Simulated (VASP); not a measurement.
# In (I4/mmm) in VASP: a series of runs, part 2 of 2

VASP 6.6.1. The steps go on from the part before.

### Step 3. Single point, PBE (volume scaled by 1.02)

The input, INCAR:

```
SYSTEM = In
PREC     = Accurate       ! precision mode
ENCUT    = 520            ! plane-wave cutoff, eV
EDIFF    = 1E-6           ! SCF threshold, eV
ISMEAR   = -1             ! smearing method
SIGMA    = 0.05           ! smearing width, eV
LREAL    = .False.        ! projectors in reciprocal space
LASPH    = .True.         ! aspherical terms in the spheres
NELM     = 60             ! most SCF steps
ALGO     = Normal         ! electronic algorithm
ISIF     = 2              ! what is computed and relaxed
LWAVE    = .False.        ! write WAVECAR
LCHARG   = .False.        ! write CHGCAR
GGA      = PE             ! functional
NBANDS   = 12             ! bands
```

The input, KPOINTS:

```
regular mesh
0
Gamma
  14 14 14
  0 0 0
```

The input, POSCAR:

```
In
1.0
   -1.6369195191      1.6369195191      2.4903342523
    1.6369195191     -1.6369195191      2.4903342523
    1.6369195191      1.6369195191     -2.4903342523
In
1
Direct
    0.0000000000      0.0000000000      0.0000000000
```

Potentials or basis: VASP PAW PBE potentials, release 64 (In_d).

The run is started by

```sh
cat potpaw_PBE.64/In_d/POTCAR > POTCAR
mpirun -np 1 vasp_std > vasp.out
```

OUTCAR:

```text
SYSTEM = In
   PREC = Accurate
   ENCUT = 520
   EDIFF = 1E-6
   ISMEAR = -1
   LREAL = .False.
   LASPH = .True.
   NELM = 60
   ISIF = 2
   GGA = PE

 ion  position               nearest neighbor table
   1  0.000  0.000  0.000-

  LATTYP: Found a body centered tetragonal cell.
 ALAT       =     3.2738390382
 C/A-ratio  =     1.5213541187

  Lattice vectors:

 A1 = (  -1.6369195191,   1.6369195191,   2.4903342523)
 A2 = (   1.6369195191,  -1.6369195191,   2.4903342523)
 A3 = (   1.6369195191,   1.6369195191,  -2.4903342523)

Analysis of symmetry for initial positions (statically):
=====================================================================
 Subroutine PRICEL returns:
 Original cell was already a primitive cell.

 Routine SETGRP: Setting up the symmetry group for a
 body centered tetragonal supercell.

 Subroutine GETGRP returns: Found 16 space group operations
 (whereof 16 operations were pure point group operations)
 out of a pool of 16 trial point group operations.

The static configuration has the point symmetry D_4h.

Analysis of symmetry for dynamics (positions and initial velocities):
=====================================================================
 Subroutine PRICEL returns:
 Original cell was already a primitive cell.

 Routine SETGRP: Setting up the symmetry group for a
 body centered tetragonal supercell.

 Subroutine GETGRP returns: Found 16 space group operations
 (whereof 16 operations were pure point group operations)
 out of a pool of 16 trial point group operations.

The dynamic configuration has the point symmetry D_4h.

 Subroutine INISYM returns: Found 16 space group operations
 (whereof 16 operations are pure point group operations),
 and found     1 'primitive' translations

----------------------------------------------------------------------------------------

                                     Primitive cell

  volume of cell :      26.6915

  direct lattice vectors                    reciprocal lattice vectors
    -1.636919519  1.636919519  2.490334252     0.000000000  0.305451792  0.200776261
     1.636919519 -1.636919519  2.490334252     0.305451792  0.000000000  0.200776261
     1.636919519  1.636919519 -2.490334252     0.305451792  0.305451792  0.000000000

  length of vectors
     3.400114073  3.400114073  3.400114073     0.365529621  0.365529621  0.431974066

  position of ions in fractional coordinates (direct lattice)
     0.000000000  0.000000000  0.000000000

  ion indices of the primitive-cell ions
   primitive index   ion index
                 1           1

----------------------------------------------------------------------------------------

 KPOINTS: regular mesh

Automatic generation of k-mesh.
 Grid dimensions read from file:
 generate k-points for:   14   14   14

 Generating k-lattice:

  Cartesian coordinates                     Fractional coordinates (reciprocal lattice)
     0.000000000  0.021817985  0.014341162     0.071428571 -0.000000000  0.000000000
     0.021817985  0.000000000  0.014341162    -0.000000000  0.071428571  0.000000000
     0.021817985  0.021817985  0.000000000     0.000000000  0.000000000  0.071428571

  Length of vectors
     0.026109259  0.026109259  0.030855290

  Shift w.r.t. Gamma in fractional coordinates (k-lattice)
     0.000000000  0.000000000  0.000000000

 Subroutine IBZKPT returns following result:
 ===========================================

 Found    244 irreducible k-points:

 Following reciprocal coordinates:
            Coordinates               Weight
  0.000000  0.000000  0.000000      1.000000
  0.071429 -0.000000  0.000000      8.000000
  0.142857  0.000000 -0.000000      8.000000
  0.214286 -0.000000  0.000000      8.000000
  0.285714  0.000000  0.000000      8.000000
  0.357143 -0.000000  0.000000      8.000000
[... 16 lines left out ...]
  0.214286  0.142857 -0.000000     16.000000
  0.285714  0.142857  0.000000     16.000000
 [... further k-points ...]
   k-points           NKPTS =    244   k-points in BZ     NKDIM =    244   number of bands    NBANDS=     12
   number of dos      NEDOS =    301   number of ions     NIONS =      1
   total plane-waves  NPLWV =  21952
   dimension x,y,z NGX =    28 NGY =   28 NGZ =   28
   dimension x,y,z NGXF=    56 NGYF=   56 NGZF=   56
   ions per type =               1
   NGX,Y,Z   is equivalent  to a cutoff of  13.69, 13.69, 13.69 a.u.
   NGXF,Y,Z  is equivalent  to a cutoff of  27.38, 27.38, 27.38 a.u.
 SYSTEM =  In
   PREC   = accura    normal or accurate (medium, high low for compatibility)
   ISTART =      0    job   : 0-new  1-cont  2-samecut
   ICHARG =      2    charge: 1-file 2-atom 10-const
   ISPIN  =      1    spin polarized calculation?
   LNONCOLLINEAR =      F non collinear calculations
   LSORBIT =      F    spin-orbit coupling
   LASPH  =      T    aspherical Exc in radial PAW
   ENCUT  =  520.0 eV  38.22 Ry    6.18 a.u.   6.32  6.32  6.32*2*pi/ulx,y,z
   NELM   =     60;   NELMIN=  2; NELMDL= -5     # of ELM steps
   EDIFF  = 0.1E-05   stopping-criterion for ELM
   LREAL  =      F    real-space projection
   EDIFFG = 0.1E-04   stopping-criterion for IOM
   NSW    =      0    number of steps for IOM
   IBRION =     -1    ionic relax: 0-MD 1-quasi-New 2-CG
   NFREE  =      0    steps in history (QN), initial steepest desc. (CG)
   ISIF   =      2    stress and relaxation
   ISYM   =      2    0-nonsym 1-usesym 2-fastsym
   POTIM  = 0.5000    time-step for ionic-motion
   TEBEG  =    0.0;   TEEND  =   0.0 temperature during run
   PSTRESS=    0.0 pullay stress
   NELECT =      13.0000    total number of electrons
   NUPDOWN=      -1.0000    fix difference up-down
   EMIN   =  10.00;   EMAX   =-10.00  energy-range for DOS
   EFERMI =   0.00;   METHOD = LEGACY
   ISMEAR =    -1;   SIGMA  =   0.05  broadening in eV -4-tet -1-fermi 0-gaus
   EFERMI_NEDOS =   21; number of points for ismear=-14 and -15
   IALGO  =     38    algorithm
   IMIX   =      4    mixing-type and parameters
     AMIX     =   0.40;   BMIX     =  1.00
     AMIX_MAG =   1.60;   BMIX_MAG =  1.00
  volume/ion in A,a.u.               =      26.69       180.12
  Fermi-wavevector in a.u.,A,eV,Ry     =   1.288047  2.434057 22.572965  1.659066
  Thomas-Fermi vector in A             =   2.420025
   LORBIT       =      0    0 simple, 1 ext, 2 COOP (PROOUT), +10 PAW based schemes
   GGA     = PE    functional components
   LHFCALC =     F    Hartree Fock is set to
   AEXX    =    0.0000 exact exchange contribution
   IVDW    =     0    specifies the selected vdW correction
   LEPSILON=     F    determine dielectric tensor
   LRPA    =     F    only Hartree local field effects (RPA)
 non-spin polarized calculation
  energy-cutoff  :      520.00
  volume of cell :       26.69
 maximum number of plane-waves:       735
 NGX is ok and might be reduce to    28
   NGX = 13   NGY = 13   NGZ = 13

 number of electron      13.0000002 magnetization

 Free energy of the ion-electron system (eV)
  ---------------------------------------------------
  ext. energy  EPLUGINS =         0.00000000
  ---------------------------------------------------
  free energy    TOTEN  =        -2.56063345 eV

  energy without entropy =       -2.55711347  energy(sigma->0) =       -2.55887346

 E-fermi :   7.3378     XC(G=0): -10.1587

 val. band max:        7.2918833351   @ k =   0.2857   0.1429   0.0714
 cond. band min:       7.3386399844   @ k =   0.2857   0.2143   0.0714
 fundamental gap:      0.0467566493
 Fermi energy:         7.3377828551

 k-point     1 :       0.0000    0.0000    0.0000
  band No.  band energies     occupation
      1      -7.3863      2.00000
      2      -7.2882      2.00000
      3      -7.2882      2.00000
      4      -7.2120      2.00000
      5      -7.1118      2.00000
      6      -2.1103      2.00000
      7      17.6585      0.00000
      8      17.6585      0.00000
      9      17.8193      0.00000
     10      18.8311      0.00000
     11      21.0776      0.00000
     12      21.2165      0.00000
[... 331 lines left out ...]
 k-point    24 :       0.2857    0.1429    0.0000
  band No.  band energies     occupation
      1      -7.3289      2.00000
      2      -7.3050      2.00000
      3      -7.2428      2.00000
      4      -7.1240      2.00000
      5      -7.0737      2.00000
      6       0.6784      2.00000
      7       8.3734      0.00000
      8      12.4857      0.00000
      9      15.3381      0.00000
     10      18.1189      0.00000
     11      19.9543      0.00000
     12      21.4635      0.00000

 [... further k-points ...]
[... 5 lines left out ...]
  --------------------------------------------------------------------------------------
  -------------------------------------------------------------------------------------
  Total        0.1553521      0.1553521      0.1935392      0.0000000      0.0000000      0.0000000
  in kB        9.3251417      9.3251417     11.6173564      0.0000000      0.0000000      0.0000000
  external PRESSURE =      10.0892132 kB  Pullay stress =       0.0000000 kB

 VOLUME and BASIS-vectors are now :
 -----------------------------------------------------------------------------
  energy-cutoff  :      520.00
  volume of cell :       26.69
      direct lattice vectors                 reciprocal lattice vectors
    -1.636919519  1.636919519  2.490334252     0.000000000  0.305451792  0.200776261
     1.636919519 -1.636919519  2.490334252     0.305451792  0.000000000  0.200776261
     1.636919519  1.636919519 -2.490334252     0.305451792  0.305451792  0.000000000

 POSITION                                       TOTAL-FORCE (eV/Angst)
 -----------------------------------------------------------------------------------
      0.00000      0.00000      0.00000         0.000000     -0.000000      0.000000
 -----------------------------------------------------------------------------------
    total drift:                               -0.000000     -0.000000     -0.000000

  FREE ENERGIE OF THE ION-ELECTRON SYSTEM (eV)
  ---------------------------------------------------
  free  energy   TOTEN  =        -2.5606334490 eV

  energy  without entropy=       -2.5571134743  energy(sigma->0) =       -2.55887346
```

Run time: 49 s. Hardware: 1 thread of Intel Xeon 6975P-C, shared host; peak memory 0.21 GiB.

Results:

```yaml
Free_energy: -2.5606 eV
Pressure: 1.0 GPa
```

Caveat: spin-orbit coupling is left out, which moves the levels of the heavy elements.

### Step 4. Single point, PBE (volume scaled by 1.04)

The input, INCAR:

```
  PREC = Accurate
  ENCUT = 520
  EDIFF = 1E-6
  ISMEAR = -1
  SIGMA = 0.05
  LREAL = False
  LASPH = True
  NELM = 60
  ALGO = Normal
  ISIF = 2
  LWAVE = False
  LCHARG = True
  GGA = PE
  LELF = True
  LVHAR = True
  NBANDS = 12
```

The input, KPOINTS:

```
Automatic mesh
0
Gamma
  14 14 14
```

The input, POSCAR:

```
In
1.0
   -1.6475491645      1.6475491645      2.5065057071
    1.6475491645     -1.6475491645      2.5065057071
    1.6475491645      1.6475491645     -2.5065057071
In
1
Direct
    0.0000000000      0.0000000000      0.0000000000
```

Potentials or basis: VASP PAW PBE potentials, release 64 (In_d).

The run is started by

```sh
cat potpaw_PBE.64/In_d/POTCAR > POTCAR
mpirun -np 1 vasp_std > vasp.out
```

OUTCAR:

```text
PREC = Accurate
   ENCUT = 520
   EDIFF = 1E-6
   ISMEAR = -1
   LREAL = False
   LASPH = True
   NELM = 60
   ISIF = 2
   GGA = PE

 ion  position               nearest neighbor table
   1  0.000  0.000  0.000-

  LATTYP: Found a body centered tetragonal cell.
 ALAT       =     3.2950983290
 C/A-ratio  =     1.5213541187

  Lattice vectors:

 A1 = (  -1.6475491645,   1.6475491645,   2.5065057071)
 A2 = (   1.6475491645,  -1.6475491645,   2.5065057071)
[... 530 lines left out ...]
      3      -7.4427      2.00000
      4      -7.3301      2.00000
      5      -7.2819      2.00000
      6       0.5472      2.00000
      7       8.1384      0.00000
      8      12.1907      0.00000
      9      15.0049      0.00000
     10      17.7996      0.00000
     11      19.6024      0.00000
     12      21.0949      0.00000

 [... further k-points ...]
[... 5 lines left out ...]
  --------------------------------------------------------------------------------------
  -------------------------------------------------------------------------------------
  Total        0.0300930      0.0300930      0.0636983      0.0000000      0.0000000      0.0000000
  in kB        1.7716206      1.7716206      3.7500161      0.0000000      0.0000000      0.0000000
  external PRESSURE =       2.4310858 kB  Pullay stress =       0.0000000 kB

 VOLUME and BASIS-vectors are now :
 -----------------------------------------------------------------------------
  energy-cutoff  :      520.00
  volume of cell :       27.21
      direct lattice vectors                 reciprocal lattice vectors
    -1.647549164  1.647549164  2.506505707     0.000000000  0.303481080  0.199480894
     1.647549164 -1.647549164  2.506505707     0.303481080  0.000000000  0.199480894
     1.647549164  1.647549164 -2.506505707     0.303481080  0.303481080  0.000000000

 POSITION                                       TOTAL-FORCE (eV/Angst)
 -----------------------------------------------------------------------------------
      0.00000      0.00000      0.00000        -0.000000      0.000000      0.000000
 -----------------------------------------------------------------------------------
    total drift:                               -0.000000     -0.000000     -0.000000

  FREE ENERGIE OF THE ION-ELECTRON SYSTEM (eV)
  ---------------------------------------------------
  free  energy   TOTEN  =        -2.5629196759 eV

  energy  without entropy=       -2.5592989635  energy(sigma->0) =       -2.56110932
```

stdout:

```text
POSCAR found type information on POSCAR In
 POSCAR found :  1 types and       1 ions
 scaLAPACK will be used
 LDA part: xc-table for (Slater+PW92), standard interpolation
 POSCAR, INCAR and KPOINTS ok, starting setup
 FFT: planning ... GRIDC
 FFT: planning ... GRID_SOFT
 FFT: planning ... GRID
 WAVECAR not read
 entering main loop
```

Wall time 56 s (1 thread of Intel Xeon 6975P-C, shared host); peak memory 0.21 GiB.

Results:

```yaml
Free_energy: -2.5629 eV
Pressure: 0.2 GPa
```

Caveat: spin-orbit coupling is left out, which moves the levels of the heavy elements.

### Step 5. Overview

| cell | gap on the mesh (eV) | pressure (GPa) |
| --- | --- | --- |
| a = 3.355 Å, angles 122.4, 122.4, 85.8°, 1 atom | none | 2.8 |
| a = 3.400 Å, angles 122.4, 122.4, 85.8°, 1 atom | none | 1.0 |
| a = 3.422 Å, angles 122.4, 122.4, 85.8°, 1 atom | none | 0.2 |

Alike in all rows: task single point; level PBE; potentials or basis VASP PAW PBE potentials, release 64 (In_d); no spin polarisation; k mesh 14 × 14 × 14; cutoff (eV) 520; smearing fermi-dirac 0.05 eV.

Caveats: spin-orbit coupling is left out, which moves the levels of the heavy elements.

Total energies depend on the potentials used, so only differences within one code and one set of settings carry meaning.
